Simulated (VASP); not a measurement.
# La (Fm-3m) in VASP: further runs

La is run at these levels: revPBE; tasks: single point, relaxation of cell and atoms.

Program: VASP 6.6.1. These are calculated values, not measurements. Logs are shortened: lines on timing, memory, paths and dates and some standing lists are left out, and cuts for length are marked.

### 1 The cell of the first run

It takes space group Fm-3m (No. 225, cubic). Conventional cell: a = 5.438 Å, b = 5.438 Å, c = 5.438 Å, α = 90.00°, β = 90.00°, γ = 90.00°. La (site symmetry m-3m) has 12 La at 3.85 Å within 5.0 Å.

This isn't the form of La at room conditions, which is double hcp.

### 2 Single point, revPBE (40.20 Å³/atom)

INCAR

```
SYSTEM = La
  PREC = Accurate
  ENCUT = 520
  EDIFF = 1E-6
  ISMEAR = -1
  SIGMA = 0.1
  LREAL = .FALSE.
  LASPH = .TRUE.
  NELM = 80
  ALGO = Normal
  ISIF = 2
  LWAVE = .FALSE.
  LCHARG = .TRUE.
  GGA = RE
  LELF = .TRUE.
  LVHAR = .TRUE.
  NBANDS = 12
```

KPOINTS

```
Automatic mesh
0
G
  11 11 11
  0 0 0
```

POSCAR

```
La
1.0
    0.0000000000      2.7189878426      2.7189878426
    2.7189878426      0.0000000000      2.7189878426
    2.7189878426      2.7189878426      0.0000000000
La
1
Direct
    0.0000000000      0.0000000000      0.0000000000
```

Potentials or basis: VASP PAW PBE potentials, release 64 (La).

On the command line:

```sh
$ cat potpaw_PBE.64/La/POTCAR > POTCAR
$ mpirun -np 1 vasp_std > vasp.out
```

OUTCAR:

```text
SYSTEM = La
   PREC = Accurate
   ENCUT = 520
   EDIFF = 1E-6
   ISMEAR = -1
   LREAL = .FALSE.
   LASPH = .TRUE.
   NELM = 80
   ISIF = 2
   GGA = RE

 ion  position               nearest neighbor table
   1  0.000  0.000  0.000-

  LATTYP: Found a face centered cubic cell.
 ALAT       =     5.4379756852

  Lattice vectors:

 A1 = (   0.0000000000,   2.7189878426,   2.7189878426)
 A2 = (   2.7189878426,   0.0000000000,   2.7189878426)
 A3 = (   2.7189878426,   2.7189878426,   0.0000000000)

Analysis of symmetry for initial positions (statically):
=====================================================================
 Subroutine PRICEL returns:
 Original cell was already a primitive cell.

 Routine SETGRP: Setting up the symmetry group for a
 face centered cubic supercell.

 Subroutine GETGRP returns: Found 48 space group operations
 (whereof 48 operations were pure point group operations)
 out of a pool of 48 trial point group operations.

The static configuration has the point symmetry O_h .

Analysis of symmetry for dynamics (positions and initial velocities):
=====================================================================
 Subroutine PRICEL returns:
 Original cell was already a primitive cell.

 Routine SETGRP: Setting up the symmetry group for a
 face centered cubic supercell.

 Subroutine GETGRP returns: Found 48 space group operations
 (whereof 48 operations were pure point group operations)
 out of a pool of 48 trial point group operations.

The dynamic configuration has the point symmetry O_h .

 Subroutine INISYM returns: Found 48 space group operations
 (whereof 48 operations are pure point group operations),
 and found     1 'primitive' translations

----------------------------------------------------------------------------------------

                                     Primitive cell

  volume of cell :      40.2024

  direct lattice vectors                    reciprocal lattice vectors
     0.000000000  2.718987843  2.718987843    -0.183891959  0.183891959  0.183891959
     2.718987843  0.000000000  2.718987843     0.183891959 -0.183891959  0.183891959
     2.718987843  2.718987843  0.000000000     0.183891959  0.183891959 -0.183891959

  length of vectors
     3.845229483  3.845229483  3.845229483     0.318510216  0.318510216  0.318510216

  position of ions in fractional coordinates (direct lattice)
     0.000000000  0.000000000  0.000000000

  ion indices of the primitive-cell ions
   primitive index   ion index
                 1           1

----------------------------------------------------------------------------------------

 KPOINTS: Automatic mesh

Automatic generation of k-mesh.
 Grid dimensions read from file:
 generate k-points for:   11   11   11

 Generating k-lattice:

  Cartesian coordinates                     Fractional coordinates (reciprocal lattice)
    -0.016717451  0.016717451  0.016717451     0.090909091  0.000000000  0.000000000
     0.016717451 -0.016717451  0.016717451     0.000000000  0.090909091  0.000000000
     0.016717451  0.016717451 -0.016717451     0.000000000  0.000000000  0.090909091

  Length of vectors
     0.028955474  0.028955474  0.028955474

  Shift w.r.t. Gamma in fractional coordinates (k-lattice)
     0.000000000  0.000000000  0.000000000

 Subroutine IBZKPT returns following result:
 ===========================================

 Found     56 irreducible k-points:

 Following reciprocal coordinates:
            Coordinates               Weight
  0.000000  0.000000  0.000000      1.000000
  0.090909  0.000000  0.000000      8.000000
  0.181818  0.000000  0.000000      8.000000
  0.272727  0.000000  0.000000      8.000000
  0.363636  0.000000  0.000000      8.000000
  0.454545  0.000000  0.000000      8.000000
[... 16 lines left out ...]
 -0.272727  0.181818  0.000000     24.000000
 -0.181818  0.181818  0.000000     12.000000
 [... further k-points ...]
   k-points           NKPTS =     56   k-points in BZ     NKDIM =     56   number of bands    NBANDS=     12
   number of dos      NEDOS =    301   number of ions     NIONS =      1
   total plane-waves  NPLWV =  27000
   dimension x,y,z NGX =    30 NGY =   30 NGZ =   30
   dimension x,y,z NGXF=    60 NGYF=   60 NGZF=   60
   ions per type =               1
   NGX,Y,Z   is equivalent  to a cutoff of  12.97, 12.97, 12.97 a.u.
   NGXF,Y,Z  is equivalent  to a cutoff of  25.94, 25.94, 25.94 a.u.
 SYSTEM =  La
   PREC   = accura    normal or accurate (medium, high low for compatibility)
   ISTART =      0    job   : 0-new  1-cont  2-samecut
   ICHARG =      2    charge: 1-file 2-atom 10-const
   ISPIN  =      1    spin polarized calculation?
   LNONCOLLINEAR =      F non collinear calculations
   LSORBIT =      F    spin-orbit coupling
   LASPH  =      T    aspherical Exc in radial PAW
   ENCUT  =  520.0 eV  38.22 Ry    6.18 a.u.   7.15  7.15  7.15*2*pi/ulx,y,z
   NELM   =     80;   NELMIN=  2; NELMDL= -5     # of ELM steps
[... 17 lines left out ...]
   IALGO  =     38    algorithm
   IMIX   =      4    mixing-type and parameters
     AMIX     =   0.40;   BMIX     =  1.00
     AMIX_MAG =   1.60;   BMIX_MAG =  1.00
  volume/ion in A,a.u.               =      40.20       271.30
  Fermi-wavevector in a.u.,A,eV,Ry     =   1.062809  2.008417 15.368631  1.129562
  Thomas-Fermi vector in A             =   2.198272
   LORBIT       =      0    0 simple, 1 ext, 2 COOP (PROOUT), +10 PAW based schemes
   GGA     = RE    functional components
   LHFCALC =     F    Hartree Fock is set to
   AEXX    =    0.0000 exact exchange contribution
   IVDW    =     0    specifies the selected vdW correction
   LEPSILON=     F    determine dielectric tensor
   LRPA    =     F    only Hartree local field effects (RPA)
 non-spin polarized calculation
  energy-cutoff  :      520.00
  volume of cell :       40.20
 maximum number of plane-waves:      1092
 NGX is ok and might be reduce to    30
   NGX = 15   NGY = 15   NGZ = 15

 number of electron      11.0000000 magnetization

 Free energy of the ion-electron system (eV)
  ---------------------------------------------------
  ext. energy  EPLUGINS =         0.00000000
  ---------------------------------------------------
  free energy    TOTEN  =        -4.62993128 eV

  energy without entropy =       -4.56653121  energy(sigma->0) =       -4.59823125

 E-fermi :   7.1858     XC(G=0):  -9.1804

 val. band max:        7.1582206957   @ k =  -0.3636   0.3636   0.1818
 cond. band min:       7.2122529516   @ k =  -0.1818   0.2727   0.0909
 fundamental gap:      0.0540322559
 Fermi energy:         7.1858135757

 k-point     1 :       0.0000    0.0000    0.0000
  band No.  band energies     occupation
      1     -25.7927      2.00000
      2      -8.9452      2.00000
      3      -8.9452      2.00000
      4      -8.9452      2.00000
      5       3.9976      2.00000
      6       8.4367      0.00001
      7       8.6328      0.00000
      8       8.6328      0.00000
      9       8.6328      0.00000
     10       8.8544      0.00000
     11       8.8544      0.00000
     12       8.8544      0.00000

 k-point     2 :       0.0909    0.0000    0.0000
  band No.  band energies     occupation
      1     -25.7818      2.00000
      2      -9.0407      2.00000
      3      -8.9566      2.00000
      4      -8.9566      2.00000
      5       4.2170      2.00000
      6       8.0780      0.00027
      7       8.6497      0.00000
      8       8.6497      0.00000
      9       8.7925      0.00000
     10       8.8595      0.00000
     11       8.8595      0.00000
     12       8.9462      0.00000

 k-point     3 :       0.1818    0.0000    0.0000
  band No.  band energies     occupation
      1     -25.7521      2.00000
      2      -9.2876      2.00000
      3      -8.9869      2.00000
      4      -8.9869      2.00000
      5       4.7792      2.00000
      6       7.7129      0.01022
      7       8.6603      0.00000
      8       8.6603      0.00000
      9       8.7317      0.00000
     10       8.8690      0.00000
     11       8.8690      0.00000
     12       9.1717      0.00000
[... 286 lines left out ...]
 k-point    23 :      -0.2727    0.1818    0.0000
  band No.  band energies     occupation
      1     -25.6659      2.00000
      2      -9.7380      2.00000
      3      -9.2997      2.00000
      4      -9.0610      2.00000
      5       6.2915      1.99974
      6       7.5733      0.04067
      7       7.6830      0.01376
      8       8.6910      0.00000
      9       8.8001      0.00000
     10       8.9280      0.00000
     11       9.0690      0.00000
     12       9.2771      0.00000

 k-point    24 :      -0.1818    0.1818    0.0000
  band No.  band energies     occupation
      1     -25.6996      2.00000
      2      -9.5632      2.00000
      3      -9.2033      2.00000
      4      -9.0145      2.00000
      5       5.8138      2.00000
      6       7.3510      0.32164
      7       8.0673      0.00030
      8       8.7334      0.00000
      9       8.7379      0.00000
     10       8.9579      0.00000
     11       9.0034      0.00000
     12       9.2571      0.00000

 [... further k-points ...]

------------------------ aborting loop because EDIFF is reached ----------------------------------------

  FORCE on cell =-STRESS in cart. coord.  units (eV):
  Direction    XX          YY          ZZ          XY          YZ          ZX
  --------------------------------------------------------------------------------------
  -------------------------------------------------------------------------------------
  Total       -0.2360217     -0.2360217     -0.2360217     -0.0000000      0.0000000      0.0000000
  in kB       -9.4061241     -9.4061241     -9.4061241     -0.0000000      0.0000000      0.0000000
  external PRESSURE =      -9.4061241 kB  Pullay stress =       0.0000000 kB

 VOLUME and BASIS-vectors are now :
 -----------------------------------------------------------------------------
  energy-cutoff  :      520.00
  volume of cell :       40.20
      direct lattice vectors                 reciprocal lattice vectors
     0.000000000  2.718987843  2.718987843    -0.183891959  0.183891959  0.183891959
     2.718987843  0.000000000  2.718987843     0.183891959 -0.183891959  0.183891959
     2.718987843  2.718987843  0.000000000     0.183891959  0.183891959 -0.183891959

 POSITION                                       TOTAL-FORCE (eV/Angst)
 -----------------------------------------------------------------------------------
      0.00000      0.00000      0.00000         0.000000      0.000000      0.000000
 -----------------------------------------------------------------------------------
    total drift:                               -0.000000     -0.000000      0.000000

  FREE ENERGIE OF THE ION-ELECTRON SYSTEM (eV)
  ---------------------------------------------------
  free  energy   TOTEN  =        -4.6299312806 eV

  energy  without entropy=       -4.5665312115  energy(sigma->0) =       -4.59823125
```

It took 62 s on 1 thread of Intel Xeon Platinum 8259CL at 2.50GHz (Skylake/Cascade Lake), shared host; peak memory 0.19 GiB.

What came out:

| Property | Result |
| --- | --- |
| Free energy | -4.6299 eV |
| Pressure | -0.9 GPa |
| Band gap on the k mesh | zero (an odd number of electrons rules out a gap without spin polarisation) |

Levels at points of the mesh, in eV from the Fermi level:
```tsv
k point	band 1	band 2	band 3	band 4	band 5	band 6	band 7	band 8	band 9	band 10
(0.00, 0.00, 0.00)	-32.98	-16.13	-16.13	-16.13	-3.19	1.25	1.45	1.45	1.45	1.67
```

Caveat: the PAW data sets were made with another functional, which shifts forces and pressure a little; spin-orbit coupling is left out, which moves the levels of the heavy elements.

### 3 Single point, revPBE (41.75 Å³/atom)

This run uses another cell than the first one, of 41.75 Å³/atom.

INCAR

```
SYSTEM = La
ALGO = Normal ; EDIFF = 1E-6
ENCUT = 520 ; GGA = RE
ISIF = 2 ; ISMEAR = -1
LASPH = .TRUE. ; LCHARG = .FALSE.
LREAL = .FALSE. ; LWAVE = .FALSE.
NBANDS = 12 ; NELM = 80
PREC = Accurate ; SIGMA = 0.1
```

KPOINTS

```
k-points
0
G
  11 11 11
  0 0 0
```

POSCAR

```
La
1.0
    0.0000000000      2.7534090643      2.7534090643
    2.7534090643      0.0000000000      2.7534090643
    2.7534090643      2.7534090643      0.0000000000
La
1
Direct
    0.0000000000      0.0000000000      0.0000000000
```

Potentials or basis: VASP PAW PBE potentials, release 64 (La).

On the command line:

```sh
$ cat potpaw_PBE.64/La/POTCAR > POTCAR
$ mpirun -np 1 vasp_std > vasp.out
```

It took 61 s on 1 thread of Intel Xeon Platinum 8259CL at 2.50GHz (Skylake/Cascade Lake), shared host; peak memory 0.19 GiB.

The run converged. Its results:

```
Free energy            : -4.6173 eV
Pressure               : -1.7 GPa
Band gap on the k mesh : zero (an odd number of electrons rules out a gap without spin polarisation)
```

Levels at points of the mesh, in eV from the Fermi level:
| k point | band 1 | band 2 | band 3 | band 4 | band 5 | band 6 | band 7 | band 8 | band 9 | band 10 |
| --- | --- | --- | --- | --- | --- | --- | --- | --- | --- | --- |
| (0.00, 0.00, 0.00) | -33.05 | -16.25 | -16.25 | -16.25 | -3.19 | 1.21 | 1.42 | 1.42 | 1.42 | 1.59 |

Caveat: the PAW data sets were made with another functional, which shifts forces and pressure a little; spin-orbit coupling is left out, which moves the levels of the heavy elements.

### 4 Single point, revPBE (43.29 Å³/atom)

This run uses another cell than the first one, of 43.29 Å³/atom.

INCAR

```
PREC = Accurate ; ENCUT = 520
EDIFF = 1E-7 ; ISMEAR = -1
SIGMA = 0.1 ; LREAL = False
LASPH = True ; NELM = 60
ALGO = Normal ; ISIF = 2
LWAVE = False ; LCHARG = False
GGA = RE ; NBANDS = 12
```

KPOINTS

```
Automatic mesh
0
Gamma
  11 11 11
```

POSCAR

```
La
1.0
    0.0000000000      2.7869905332      2.7869905332
    2.7869905332      0.0000000000      2.7869905332
    2.7869905332      2.7869905332      0.0000000000
La
1
Direct
    0.0000000000      0.0000000000      0.0000000000
```

On the command line:

```sh
$ cat potpaw_PBE.64/La/POTCAR > POTCAR
$ mpirun -np 1 vasp_std > vasp.out
```

It took 54 s on 1 thread of Intel Xeon Platinum 8259CL at 2.50GHz (Skylake/Cascade Lake), shared host; peak memory 0.19 GiB.

The run converged. Its results:

```yaml
Free_energy: -4.5978 eV
Pressure: -2.2 GPa
Band_gap_on_the_k_mesh: zero (an odd number of electrons rules out a gap without spin polarisation)
```

Levels at points of the mesh, in eV from the Fermi level:
```
           k point  band 2  band 3  band 4  band 5  band 6  band 7  band 8  band 9
(0.00, 0.00, 0.00)  -16.36  -16.36  -16.36   -3.20    1.15    1.39    1.39    1.39
```

Caveat: the PAW data sets were made with another functional, which shifts forces and pressure a little; spin-orbit coupling is left out, which moves the levels of the heavy elements.

### 5 Relaxation of cell and atoms, revPBE

This run uses another cell than the first one, of 37.42 Å³/atom.

INCAR

```
ALGO = Normal
EDIFF = 1E-7
EDIFFG = -0.01
ENCUT = 600
GGA = RE
IBRION = 2
ISIF = 3
ISMEAR = -1
LASPH = True
LCHARG = False
LREAL = False
LWAVE = False
NELM = 80
NSW = 80
PREC = Accurate
SIGMA = 0.1
```

KPOINTS

```
k-points
0
Gamma
  10 10 10
```

POSCAR

```
La
1.0
    0.0000000000      2.6546496237      2.6546496237
    2.6546496237      0.0000000000      2.6546496237
    2.6546496237      2.6546496237      0.0000000000
La
1
Direct
    0.0000000000      0.0000000000      0.0000000000
```

On the command line:

```sh
$ cat potpaw_PBE.64/La/POTCAR > POTCAR
$ mpirun -np 1 vasp_std > vasp.out
```

Wall time 90 s (1 thread of Intel Xeon Platinum 8259CL at 2.50GHz (Skylake/Cascade Lake), shared host); peak memory 0.19 GiB.

Results (log left out):

- Free energy: -4.6336 eV
- Relaxed volume: 38.76 Å³/atom
- Relaxed cell: a = 3.799 Å, b = 3.799 Å, c = 3.799 Å, α = 60.00°, β = 60.00°, γ = 60.00°
- Space group after relaxing (to 0.1 Å): Fm-3m (No. 225)
- Energy gained by relaxing: 3.6 meV/atom
- Ionic steps: 3
- Pressure after relaxing: 0.0 GPa
- Band gap on the k mesh: zero (an odd number of electrons rules out a gap without spin polarisation)

The path:
```
step  energy change (eV)  largest force (eV/Å)  pressure (GPa)  volume (Å³)
   1              0.0000                0.0000            0.90        37.42
   2             -0.0036                0.0000            0.12        38.57
   3             -0.0036                0.0000           -0.01        38.76
```

Final structure:
```xyz
1
Lattice="0.0000 2.6862 2.6862 2.6862 0.0000 2.6862 2.6862 2.6862 0.0000" Properties=species:S:1:pos:R:3 pbc="T T T"
La    0.0000    0.0000    0.0000
```

Levels at points of the mesh, in eV from the Fermi level:
```csv
k point,band 1,band 2,band 3,band 4,band 5,band 6,band 7,band 8,band 9
"(0.00, 0.00, 0.00)",-32.92,-16.02,-16.02,-16.02,-3.18,1.29,1.47,1.47,1.47
"(0.50, 0.00, 0.00)",-32.76,-17.23,-16.17,-16.17,-1.65,1.28,1.28,1.30,1.74
"(0.50, 0.50, 0.00)",-32.70,-17.14,-16.45,-16.45,-1.85,-1.27,1.80,1.82,1.82
```

Caveat: the PAW data sets were made with another functional, which shifts forces and pressure a little; spin-orbit coupling is left out, which moves the levels of the heavy elements.

### 6 Single point, revPBE

This run uses another cell than the first one, of 38.66 Å³/atom.

INCAR

```
SYSTEM = La
ALGO     = Normal         ! electronic algorithm
EDIFF    = 1E-7           ! SCF threshold, eV
ENCUT    = 520            ! plane-wave cutoff, eV
GGA      = RE             ! functional
ISIF     = 2              ! what is computed and relaxed
ISMEAR   = -1             ! smearing method
LASPH    = .TRUE.         ! aspherical terms in the spheres
LCHARG   = .FALSE.        ! write CHGCAR
LREAL    = .FALSE.        ! projectors in reciprocal space
LWAVE    = .FALSE.        ! write WAVECAR
NBANDS   = 12             ! bands
NELM     = 80             ! most SCF steps
PREC     = Accurate       ! precision mode
SIGMA    = 0.1            ! smearing width, eV
```

KPOINTS

```
k-points
0
G
  17 17 17
  0 0 0
```

POSCAR

```
La
1.0
    0.0000000000      2.6836723148      2.6836723148
    2.6836723148      0.0000000000      2.6836723148
    2.6836723148      2.6836723148      0.0000000000
La
1
Direct
    0.0000000000      0.0000000000      0.0000000000
```

Potentials or basis: VASP PAW PBE potentials, release 64 (La).

On the command line:

```sh
$ cat potpaw_PBE.64/La/POTCAR > POTCAR
$ mpirun -np 1 vasp_std > vasp.out
```

Wall time 2.4 min (1 thread of Intel Xeon Platinum 8259CL at 2.50GHz (Skylake/Cascade Lake), shared host); peak memory 0.23 GiB.

Results (log left out):

| Quantity | Value |
| --- | --- |
| Free energy | -4.6337 eV |
| Pressure | -0.1 GPa |
| Band gap on the k mesh | zero (an odd number of electrons rules out a gap without spin polarisation) |

Levels at points of the mesh, in eV from the Fermi level:
```csv
k point,band 1,band 2,band 3,band 4,band 5,band 6,band 7,band 8,band 9,band 10
"(0.00, 0.00, 0.00)",-32.92,-16.01,-16.01,-16.01,-3.18,1.29,1.47,1.47,1.47,1.75
```

Caveat: the PAW data sets were made with another functional, which shifts forces and pressure a little; spin-orbit coupling is left out, which moves the levels of the heavy elements.

### 7 Overview

| task | cell | k mesh | cutoff (eV) | gap on the mesh (eV) | pressure (GPa) |
| --- | --- | --- | --- | --- | --- |
| single point | a = 3.845 Å, angles 60.0°, 1 atom | 11 × 11 × 11 | 520 | none | -0.9 |
| single point | a = 3.894 Å, angles 60.0°, 1 atom | 11 × 11 × 11 | 520 | none | -1.7 |
| single point | a = 3.941 Å, angles 60.0°, 1 atom | 11 × 11 × 11 | 520 | none | -2.2 |
| relaxation of cell and atoms | relaxed from a = 3.754 Å, angles 60.0°, 1 atom | 10 × 10 × 10 | 600 | none | 0.0 |
| single point | a = 3.795 Å, angles 60.0°, 1 atom | 17 × 17 × 17 | 520 | none | -0.1 |

Alike in all rows: level revPBE; potentials or basis VASP PAW PBE potentials, release 64 (La); no spin polarisation; smearing fermi-dirac 0.1 eV.

Caveats: the PAW data sets were made with another functional, which shifts forces and pressure a little; spin-orbit coupling is left out, which moves the levels of the heavy elements.

Absolute energies hang on the potentials; compare differences alone.

The gap in the log of VASP goes by the Fermi energy; the results here count the filled bands.